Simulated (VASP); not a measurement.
A run of VASP 6.6.1 is set up as follows.

The input INCAR:

```
SYSTEM = Cs2GaAg
ALGO     = Fast           ! electronic algorithm
EDIFF    = 1E-6           ! SCF threshold, eV
ENCUT    = 520            ! plane-wave cutoff, eV
GGA      = PE             ! functional
ISIF     = 2              ! what is computed and relaxed
ISMEAR   = 0              ! smearing method
LASPH    = .True.         ! aspherical terms in the spheres
LCHARG   = .True.         ! write CHGCAR
LELF     = .True.         ! ELF
LREAL    = .False.        ! projectors in reciprocal space
LVHAR    = .True.       
LWAVE    = .False.        ! write WAVECAR
NBANDS   = 29             ! bands
NELM     = 80             ! most SCF steps
PREC     = Accurate       ! precision mode
SIGMA    = 0.1            ! smearing width, eV
```

Contents of KPOINTS:

```
k-points
0
Gamma
  6 6 2
  0 0 0
```

POSCAR

```
Cs2GaAg
1.0
    6.0342306156     -0.0000000037      0.0000000000
   -3.0171153045      5.2257970072      0.0000000000
    0.0000000000      0.0000000000      6.4619068892
Cs Ga Ag
2 1 1
Direct
    0.6666666667      0.3333333333      0.7218814850
    0.3333333333      0.6666666667      0.2781185150
    0.0000000000      0.0000000000      0.0000000000
    0.0000000000      0.0000000000      0.5000000000
```

Potentials or basis: VASP PAW PBE potentials, release 64 (Cs_sv, Ga_d, Ag).

Run with:

```bash
$ cat potpaw_PBE.64/Cs_sv/POTCAR potpaw_PBE.64/Ga_d/POTCAR potpaw_PBE.64/Ag/POTCAR > POTCAR
$ mpirun -np 1 vasp_std > vasp.out
```

Question: Estimate the pressure.

Answer: 0.0 GPa.

Question: What does it give for the largest force?

Answer: 0.010 eV/Å.

Forces in eV/Å, atoms in the order of the input:
```
Cs   0.000  0.000 -0.010
Cs   0.000  0.000  0.010
Ga   0.000  0.000  0.000
Ag   0.000  0.000  0.000
```

Caveat: the k points lie up to 0.49 Å⁻¹ apart, too coarse for converged energies and pressures of a metal.
